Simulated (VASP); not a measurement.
Crystal: PbSe.

```xyz
2
Lattice="0.0000 3.0887 3.0887 3.0887 0.0000 3.0887 3.0887 3.0887 0.0000" Properties=species:S:1:pos:R:3 pbc="T T T"
Pb    0.0000    0.0000    0.0000
Se    3.0887    3.0887    3.0887
```

Base run:

```yaml
Program: VASP 6.6.1
Functional: PBE
Potentials_or_basis: VASP PAW PBE potentials, release 64 (Pb_d, Se)
Cutoff: 520 eV
k_mesh: 8 × 8 × 8
Occupations: fermi-dirac, width 0.02 eV
Spin: no spin polarisation
```

Its results: band gap on the k mesh 0.38 eV, direct; pressure 0.9 GPa.

Task: The run is repeated on the same cell with these changes: functional from PBE to r2SCAN; occupations from fermi-dirac, width 0.02 eV to gaussian, width 0.01 eV. What comes out?

Result: Band gap on the k mesh 0.67 eV, direct; pressure 0.0 GPa.

Caveats: spin-orbit coupling is left out, which moves the levels of the heavy elements; the PAW data sets were made with another functional, which shifts forces and pressure a little (some runs).

A k mesh can miss the band edges.
